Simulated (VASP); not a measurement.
Set up this calculation in VASP 6.6.1, as the native input.

```yaml
Task: single point
Functional: PBE
Potentials_or_basis: VASP PAW PBE potentials, release 64 (Rb_sv)
Cutoff: 520 eV
k_mesh: 5 × 5 × 7
Occupations: fermi-dirac, width 0.05 eV
Spin: no spin polarisation
Dipole_correction: no
Further_INCAR_settings: ALGO = Normal; EDIFF = 1e-06; NBANDS = 20
```

The structure of Rb lies in POSCAR:

```
Rb
1.0
    7.1211051358      0.0000000000      0.0000000000
   -3.5605525679      6.1670579506      0.0000000000
    0.0000000000      0.0000000000      4.2546331377
Rb
3
Direct
    0.0000000000      0.0000000000      0.0000000000
    0.3333333333      0.6666666667      0.5000000000
    0.6666666667      0.3333333333      0.5000000000
```

This isn't the form of Rb at room conditions, which is bcc.

These files were run (other wordings do the same):

INCAR

```
SYSTEM = Rb
PREC     = Accurate       ! precision mode
ENCUT    = 520            ! plane-wave cutoff, eV
EDIFF    = 1E-6           ! SCF threshold, eV
ISMEAR   = -1             ! smearing method
SIGMA    = 0.05           ! smearing width, eV
LREAL    = .FALSE.        ! projectors in reciprocal space
LASPH    = .TRUE.         ! aspherical terms in the spheres
NELM     = 80             ! most SCF steps
ALGO     = Normal         ! electronic algorithm
ISIF     = 2              ! what is computed and relaxed
LWAVE    = .FALSE.        ! write WAVECAR
LCHARG   = .FALSE.        ! write CHGCAR
GGA      = PE             ! functional
NBANDS   = 20             ! bands
```

KPOINTS

```
regular mesh
0
G
  5 5 7
  0 0 0
```

Potentials or basis: VASP PAW PBE potentials, release 64 (Rb_sv).

Command:

```console
$ cat potpaw_PBE.64/Rb_sv/POTCAR > POTCAR
$ mpirun -np 1 vasp_std > vasp.out
```

Results of the run:

```json
{"Pressure": "2.2 GPa", "Band gap on the k mesh": "zero (an odd number of electrons rules out a gap without spin polarisation)"}
```

Run time: 63 s on 1 thread of Intel(R) Xeon(R) 6975P-C (Granite Rapids) (shared host), peak memory 0.31 GiB.
